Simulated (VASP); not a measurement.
# AlRu (Pm-3m) in VASP: a series of runs

Runs on AlRu. Level: PBEsol. Tasks: single point, relaxation of volume and atoms at fixed shape.

Program: VASP 6.6.1. These are calculated values, not measurements. Logs are shortened: lines on timing, memory, paths and dates and some standing lists are left out, and cuts for length are marked.

### Step 1. The cell of the first run

The structure is cubic, space group Pm-3m (No. 221). Conventional cell: a = 2.977 Å, b = 2.977 Å, c = 2.977 Å, α = 90.00°, β = 90.00°, γ = 90.00°. Within 3.4 Å of Al (site symmetry m-3m) lie 8 Ru at 2.58 Å and 6 Al at 2.98 Å. Ru (site symmetry m-3m) has 8 Al at 2.58 Å and 6 Ru at 2.98 Å within 3.4 Å.

### Step 2. Single point, PBEsol

INCAR

```
ALGO = Normal
EDIFF = 1E-6
ENCUT = 520
GGA = PS
ISIF = 2
ISMEAR = -1
LASPH = True
LCHARG = False
LREAL = False
LWAVE = False
NBANDS = 16
NELM = 80
PREC = Accurate
SIGMA = 0.1
```

KPOINTS

```
k-points
0
Gamma
  16 16 16
```

POSCAR

```
AlRu
1.0
    2.9770928978      0.0000000000      0.0000000000
    0.0000000000      2.9770928978      0.0000000000
    0.0000000000      0.0000000000      2.9770928978
Al Ru
1 1
Direct
    0.0000000000      0.0000000000      0.0000000000
    0.5000000000      0.5000000000      0.5000000000
```

Potentials or basis: VASP PAW PBE potentials, release 64 (Al, Ru_pv).

Run with:

```bash
cat potpaw_PBE.64/Al/POTCAR potpaw_PBE.64/Ru_pv/POTCAR > POTCAR
mpirun -np 1 vasp_std > vasp.out
```

OUTCAR:

```text
EDIFF = 1E-6
   ENCUT = 520
   GGA = PS
   ISIF = 2
   ISMEAR = -1
   LASPH = True
   LREAL = False
   NELM = 80
   PREC = Accurate

 ion  position               nearest neighbor table
   1  0.000  0.000  0.000-   2 2.58   2 2.58   2 2.58   2 2.58   2 2.58   2 2.58   2 2.58   2 2.58

   2  0.500  0.500  0.500-   1 2.58   1 2.58   1 2.58   1 2.58   1 2.58   1 2.58   1 2.58   1 2.58

  LATTYP: Found a simple cubic cell.
 ALAT       =     2.9770928978

  Lattice vectors:

 A1 = (   2.9770928978,   0.0000000000,   0.0000000000)
 A2 = (   0.0000000000,   2.9770928978,   0.0000000000)
 A3 = (   0.0000000000,   0.0000000000,   2.9770928978)

Analysis of symmetry for initial positions (statically):
=====================================================================
 Subroutine PRICEL returns:
 Original cell was already a primitive cell.

 Routine SETGRP: Setting up the symmetry group for a
 simple cubic supercell.

 Subroutine GETGRP returns: Found 48 space group operations
 (whereof 48 operations were pure point group operations)
 out of a pool of 48 trial point group operations.

The static configuration has the point symmetry O_h .

Analysis of symmetry for dynamics (positions and initial velocities):
=====================================================================
 Subroutine PRICEL returns:
 Original cell was already a primitive cell.

 Routine SETGRP: Setting up the symmetry group for a
 simple cubic supercell.

 Subroutine GETGRP returns: Found 48 space group operations
 (whereof 48 operations were pure point group operations)
 out of a pool of 48 trial point group operations.

The dynamic configuration has the point symmetry O_h .

 Subroutine INISYM returns: Found 48 space group operations
 (whereof 48 operations are pure point group operations),
 and found     1 'primitive' translations

----------------------------------------------------------------------------------------

                                     Primitive cell

  volume of cell :      26.3862

  direct lattice vectors                    reciprocal lattice vectors
     2.977092898  0.000000000  0.000000000     0.335898151  0.000000000  0.000000000
     0.000000000  2.977092898  0.000000000     0.000000000  0.335898151  0.000000000
     0.000000000  0.000000000  2.977092898     0.000000000  0.000000000  0.335898151

  length of vectors
     2.977092898  2.977092898  2.977092898     0.335898151  0.335898151  0.335898151

  position of ions in fractional coordinates (direct lattice)
     0.000000000  0.000000000  0.000000000
     0.500000000  0.500000000  0.500000000

  ion indices of the primitive-cell ions
   primitive index   ion index
                 1           1
                 2           2

----------------------------------------------------------------------------------------

 KPOINTS: k-points

Automatic generation of k-mesh.
 Grid dimensions read from file:
 generate k-points for:   16   16   16

 Generating k-lattice:

  Cartesian coordinates                     Fractional coordinates (reciprocal lattice)
     0.020993634  0.000000000  0.000000000     0.062500000  0.000000000  0.000000000
     0.000000000  0.020993634  0.000000000     0.000000000  0.062500000  0.000000000
     0.000000000  0.000000000  0.020993634     0.000000000  0.000000000  0.062500000

  Length of vectors
     0.020993634  0.020993634  0.020993634

  Shift w.r.t. Gamma in fractional coordinates (k-lattice)
     0.000000000  0.000000000  0.000000000

 Subroutine IBZKPT returns following result:
 ===========================================

 Found    165 irreducible k-points:

 Following reciprocal coordinates:
            Coordinates               Weight
  0.000000  0.000000  0.000000      1.000000
  0.062500  0.000000  0.000000      6.000000
  0.125000  0.000000  0.000000      6.000000
  0.187500  0.000000  0.000000      6.000000
  0.250000  0.000000  0.000000      6.000000
  0.312500  0.000000  0.000000      6.000000
[... 16 lines left out ...]
  0.437500  0.125000  0.000000     24.000000
  0.500000  0.125000  0.000000     12.000000
 [... further k-points ...]
   k-points           NKPTS =    165   k-points in BZ     NKDIM =    165   number of bands    NBANDS=     16
   number of dos      NEDOS =    301   number of ions     NIONS =      2
   total plane-waves  NPLWV =  13824
   dimension x,y,z NGX =    24 NGY =   24 NGZ =   24
   dimension x,y,z NGXF=    48 NGYF=   48 NGZF=   48
   ions per type =               1   1
   NGX,Y,Z   is equivalent  to a cutoff of  13.40, 13.40, 13.40 a.u.
   NGXF,Y,Z  is equivalent  to a cutoff of  26.80, 26.80, 26.80 a.u.
 SYSTEM =  unknown system
   PREC   = accura    normal or accurate (medium, high low for compatibility)
   ISTART =      0    job   : 0-new  1-cont  2-samecut
   ICHARG =      2    charge: 1-file 2-atom 10-const
   ISPIN  =      1    spin polarized calculation?
   LNONCOLLINEAR =      F non collinear calculations
   LSORBIT =      F    spin-orbit coupling
   LASPH  =      T    aspherical Exc in radial PAW
   ENCUT  =  520.0 eV  38.22 Ry    6.18 a.u.   5.54  5.54  5.54*2*pi/ulx,y,z
   NELM   =     80;   NELMIN=  2; NELMDL= -5     # of ELM steps
   EDIFF  = 0.1E-05   stopping-criterion for ELM
   LREAL  =      F    real-space projection
   EDIFFG = 0.1E-04   stopping-criterion for IOM
   NSW    =      0    number of steps for IOM
   IBRION =     -1    ionic relax: 0-MD 1-quasi-New 2-CG
   NFREE  =      0    steps in history (QN), initial steepest desc. (CG)
   ISIF   =      2    stress and relaxation
   ISYM   =      2    0-nonsym 1-usesym 2-fastsym
   POTIM  = 0.5000    time-step for ionic-motion
   TEBEG  =    0.0;   TEEND  =   0.0 temperature during run
   PSTRESS=    0.0 pullay stress
   NELECT =      17.0000    total number of electrons
   NUPDOWN=      -1.0000    fix difference up-down
   EMIN   =  10.00;   EMAX   =-10.00  energy-range for DOS
   EFERMI =   0.00;   METHOD = LEGACY
   ISMEAR =    -1;   SIGMA  =   0.10  broadening in eV -4-tet -1-fermi 0-gaus
   EFERMI_NEDOS =   21; number of points for ismear=-14 and -15
   IALGO  =     38    algorithm
   IMIX   =      4    mixing-type and parameters
     AMIX     =   0.40;   BMIX     =  1.00
     AMIX_MAG =   1.60;   BMIX_MAG =  1.00
  volume/ion in A,a.u.               =      13.19        89.03
  Fermi-wavevector in a.u.,A,eV,Ry     =   1.413944  2.671966 27.201264  1.999236
  Thomas-Fermi vector in A             =   2.535537
   LORBIT       =      0    0 simple, 1 ext, 2 COOP (PROOUT), +10 PAW based schemes
   GGA     = PS    functional components
   LHFCALC =     F    Hartree Fock is set to
   AEXX    =    0.0000 exact exchange contribution
   IVDW    =     0    specifies the selected vdW correction
   LEPSILON=     F    determine dielectric tensor
   LRPA    =     F    only Hartree local field effects (RPA)
 non-spin polarized calculation
  energy-cutoff  :      520.00
  volume of cell :       26.39
 maximum number of plane-waves:       739
 NGX is ok and might be reduce to    24
   NGX = 11   NGY = 11   NGZ = 11

 number of electron      16.9999996 magnetization

 Free energy of the ion-electron system (eV)
  ---------------------------------------------------
  ext. energy  EPLUGINS =         0.00000000
  ---------------------------------------------------
  free energy    TOTEN  =       -15.54431193 eV

  energy without entropy =      -15.49273386  energy(sigma->0) =      -15.51852289

 E-fermi :  10.8288     XC(G=0): -12.7622

 val. band max:       10.8280535048   @ k =   0.3750   0.1250   0.0625
 cond. band min:      10.8293664163   @ k =   0.5000   0.4375   0.1250
 fundamental gap:      0.0013129116
 Fermi energy:        10.8287925316

 k-point     1 :       0.0000    0.0000    0.0000
  band No.  band energies     occupation
      1     -30.9093      2.00000
      2     -30.9093      2.00000
      3     -30.9093      2.00000
      4       1.0342      2.00000
      5       7.1327      2.00000
      6       7.1327      2.00000
[... 8 lines left out ...]
     15      22.8057      0.00000
     16      26.1605      0.00000

 k-point     2 :       0.0625    0.0000    0.0000
  band No.  band energies     occupation
      1     -30.9179      2.00000
      2     -30.9086      2.00000
      3     -30.9086      2.00000
      4       1.1105      2.00000
      5       7.1597      2.00000
      6       7.1610      2.00000
[... 8 lines left out ...]
     15      22.8062      0.00000
     16      26.3949      0.00000

 k-point     3 :       0.1250    0.0000    0.0000
  band No.  band energies     occupation
      1     -30.9424      2.00000
      2     -30.9066      2.00000
      3     -30.9066      2.00000
      4       1.3366      2.00000
      5       7.2295      2.00000
      6       7.2380      2.00000
[... 8 lines left out ...]
     15      22.8332      0.00000
     16      27.1315      0.00000

 k-point     4 :       0.1875    0.0000    0.0000
  band No.  band energies     occupation
      1     -30.9788      2.00000
      2     -30.9035      2.00000
      3     -30.9035      2.00000
      4       1.7044      2.00000
      5       7.2873      2.00000
      6       7.3596      2.00000
[... 8 lines left out ...]
     15      23.3519      0.00000
     16      28.3654      0.00000
[... 324 lines left out ...]
 k-point    22 :       0.3750    0.1250    0.0000
  band No.  band energies     occupation
      1     -31.0958      2.00000
      2     -30.9249      2.00000
      3     -30.8903      2.00000
      4       3.7303      2.00000
      5       6.5962      2.00000
      6       7.9549      2.00000
[... 8 lines left out ...]
     15      23.9381      0.00000
     16      25.0564      0.00000

 k-point    23 :       0.4375    0.1250    0.0000
  band No.  band energies     occupation
      1     -31.1195      2.00000
      2     -30.9227      2.00000
      3     -30.8882      2.00000
      4       4.4597      2.00000
      5       5.9456      2.00000
      6       8.0733      2.00000
[... 8 lines left out ...]
     15      22.9591      0.00000
     16      24.0656      0.00000

 k-point    24 :       0.5000    0.1250    0.0000
  band No.  band energies     occupation
      1     -31.1278      2.00000
      2     -30.9219      2.00000
      3     -30.8875      2.00000
      4       5.1967      2.00000
      5       5.2298      2.00000
      6       8.1190      2.00000
[... 8 lines left out ...]
     15      22.8091      0.00000
     16      23.3944      0.00000

 [... further k-points ...]
[... 5 lines left out ...]
  --------------------------------------------------------------------------------------
  -------------------------------------------------------------------------------------
  Total        0.0107871      0.0107871      0.0107871     -0.0000000     -0.0000000      0.0000000
  in kB        0.6549953      0.6549953      0.6549953     -0.0000000     -0.0000000      0.0000000
  external PRESSURE =       0.6549953 kB  Pullay stress =       0.0000000 kB

 VOLUME and BASIS-vectors are now :
 -----------------------------------------------------------------------------
  energy-cutoff  :      520.00
  volume of cell :       26.39
      direct lattice vectors                 reciprocal lattice vectors
     2.977092898  0.000000000  0.000000000     0.335898151  0.000000000  0.000000000
     0.000000000  2.977092898  0.000000000     0.000000000  0.335898151  0.000000000
     0.000000000  0.000000000  2.977092898     0.000000000  0.000000000  0.335898151

 POSITION                                       TOTAL-FORCE (eV/Angst)
 -----------------------------------------------------------------------------------
      0.00000      0.00000      0.00000         0.000000      0.000000      0.000000
      1.48855      1.48855      1.48855         0.000000      0.000000      0.000000
 -----------------------------------------------------------------------------------
    total drift:                                0.000000     -0.000000     -0.000000

  FREE ENERGIE OF THE ION-ELECTRON SYSTEM (eV)
  ---------------------------------------------------
  free  energy   TOTEN  =       -15.5443119276 eV

  energy  without entropy=      -15.4927338559  energy(sigma->0) =      -15.51852289
```

It took 29 s on 1 thread of Intel Xeon Platinum 8259CL at 2.50GHz (Skylake/Cascade Lake), shared host; peak memory 0.19 GiB.

What came out:

```
Free energy            : -15.5443 eV
Pressure               : 0.1 GPa
Band gap on the k mesh : zero (an odd number of electrons rules out a gap without spin polarisation)
```

Caveat: the PAW data sets were made with another functional, which shifts forces and pressure a little.

### Step 3. Relaxation of volume and atoms at fixed shape, PBEsol

This run uses another cell than the first one, of 13.39 Å³/atom.

INCAR

```
PREC = Accurate
ENCUT = 600
EDIFF = 1E-6
ISMEAR = -1
SIGMA = 0.1
LREAL = F
LASPH = T
NELM = 100
ALGO = Normal
ISIF = 8
LWAVE = F
LCHARG = F
GGA = PS
IBRION = 2
NSW = 80
EDIFFG = -0.01
```

KPOINTS

```
regular mesh
0
Gamma
  16 16 16
```

POSCAR

```
AlRu
1.0
    2.9916000000      0.0000000000      0.0000000000
    0.0000000000      2.9916000000      0.0000000000
    0.0000000000      0.0000000000      2.9916000000
Al Ru
1 1
Direct
    0.0000000000      0.0000000000      0.0000000000
    0.5000000000      0.5000000000      0.5000000000
```

Potentials or basis: VASP PAW PBE potentials, release 64 (Al, Ru_pv).

Run with:

```bash
cat potpaw_PBE.64/Al/POTCAR potpaw_PBE.64/Ru_pv/POTCAR > POTCAR
mpirun -np 1 vasp_std > vasp.out
```

OUTCAR:

```text
PREC = Accurate
   ENCUT = 600
   EDIFF = 1E-6
   ISMEAR = -1
   LREAL = F
   LASPH = T
   NELM = 100
   ISIF = 8
   GGA = PS
   IBRION = 2
   NSW = 80
   EDIFFG = -0.01

 ion  position               nearest neighbor table
   1  0.000  0.000  0.000-   2 2.59   2 2.59   2 2.59   2 2.59   2 2.59   2 2.59   2 2.59   2 2.59

   2  0.500  0.500  0.500-   1 2.59   1 2.59   1 2.59   1 2.59   1 2.59   1 2.59   1 2.59   1 2.59

  LATTYP: Found a simple cubic cell.
 ALAT       =     2.9916000000

  Lattice vectors:

 A1 = (   2.9916000000,   0.0000000000,   0.0000000000)
 A2 = (   0.0000000000,   2.9916000000,   0.0000000000)
 A3 = (   0.0000000000,   0.0000000000,   2.9916000000)

Analysis of symmetry for initial positions (statically):
=====================================================================
 Subroutine PRICEL returns:
 Original cell was already a primitive cell.

[... 258 lines left out ...]

 k-point     1 :       0.0000    0.0000    0.0000
  band No.  band energies     occupation
      1     -30.9140      2.00000
      2     -30.9140      2.00000
      3     -30.9140      2.00000
      4       1.0315      2.00000
      5       7.1300      2.00000
      6       7.1300      2.00000
      7      10.9960      0.30427
      8      10.9960      0.30427
      9      10.9960      0.30427
     10      16.9405      0.00000
     11      16.9405      0.00000
     12      16.9405      0.00000
[... 331 lines left out ...]
 k-point    24 :       0.5000    0.1250    0.0000
  band No.  band energies     occupation
      1     -31.1322      2.00000
      2     -30.9266      2.00000
      3     -30.8921      2.00000
      4       5.1936      2.00000
      5       5.2259      2.00000
      6       8.1158      2.00000
      7       9.1415      2.00000
      8       9.2314      2.00000
      9      10.9605      0.40758
     10      13.1091      0.00000
     11      18.4131      0.00000
     12      20.4630      0.00000

 [... further k-points ...]
[... 5 lines left out ...]
  --------------------------------------------------------------------------------------
  -------------------------------------------------------------------------------------
  Total       -0.0039755     -0.0039755     -0.0039755      0.0000000      0.0000000     -0.0000000
  in kB       -0.2413188     -0.2413188     -0.2413188      0.0000000      0.0000000     -0.0000000
  external PRESSURE =      -0.2413188 kB  Pullay stress =       0.0000000 kB
[... 17 lines left out ...]
  FREE ENERGIE OF THE ION-ELECTRON SYSTEM (eV)
  ---------------------------------------------------
  free  energy   TOTEN  =       -15.5447278750 eV

  energy  without entropy=      -15.4931272099  energy(sigma->0) =      -15.51892754

 reached required accuracy - stopping structural energy minimisation
```

OSZICAR:

```text
N       E                     dE             d eps       ncg     rms          rms(c)
DAV:   1     0.127576424976E+03    0.12758E+03   -0.10349E+04  4000   0.148E+03
DAV:   2    -0.136734947428E+02   -0.14125E+03   -0.13553E+03  4220   0.373E+02
[... 21 lines left out ...]
DAV:   1    -0.157312515572E+02   -0.19600E+00   -0.27484E+00  4072   0.238E+01    0.371E+00
DAV:   2    -0.155667018914E+02    0.16455E+00   -0.11523E+00  4168   0.128E+01    0.139E+00
DAV:   3    -0.155448557640E+02    0.21846E-01   -0.69287E-02  4160   0.309E+00    0.272E-01
DAV:   4    -0.155446752662E+02    0.18050E-03   -0.51735E-03  4136   0.504E-01    0.685E-02
DAV:   5    -0.155447082068E+02   -0.32941E-04   -0.24911E-04  4772   0.184E-01    0.517E-02
DAV:   6    -0.155447278073E+02   -0.19601E-04   -0.27839E-05  4404   0.562E-02    0.934E-03
DAV:   7    -0.155447278750E+02   -0.67711E-07   -0.25225E-06  4480   0.160E-02
   3 F= -.15544728E+02 E0= -.15518928E+02  d E =-.369184E-02
```

Run time: 50 s. Hardware: 1 thread of Intel Xeon Platinum 8259CL at 2.50GHz (Skylake/Cascade Lake), shared host; peak memory 0.2 GiB.

What came out:

- Free energy: -15.5447 eV
- Relaxed volume: 13.20 Å³/atom
- Relaxed cell: a = 2.977 Å, b = 2.977 Å, c = 2.977 Å, α = 90.00°, β = 90.00°, γ = 90.00°
- Space group after relaxing (to 0.1 Å): Pm-3m (No. 221)
- Energy gained by relaxing: 1.8 meV/atom
- Ionic steps: 3
- Pressure after relaxing: 0.0 GPa
- Band gap on the k mesh: zero (an odd number of electrons rules out a gap without spin polarisation)

Step by step:
```
step  energy change (eV)  largest force (eV/Å)  pressure (GPa)  volume (Å³)
   1              0.0000                0.0000           -3.05        26.77
   2              0.0058                0.0000            5.22        25.80
   3             -0.0037                0.0000           -0.02        26.39
```

Final structure:
```
CELL_PARAMETERS angstrom
2.97741 0.00000 0.00000
0.00000 2.97741 0.00000
0.00000 0.00000 2.97741
ATOMIC_POSITIONS crystal
Al 0.00000 0.00000 0.00000
Ru 0.50000 0.50000 0.50000
```

Caveat: the PAW data sets were made with another functional, which shifts forces and pressure a little.
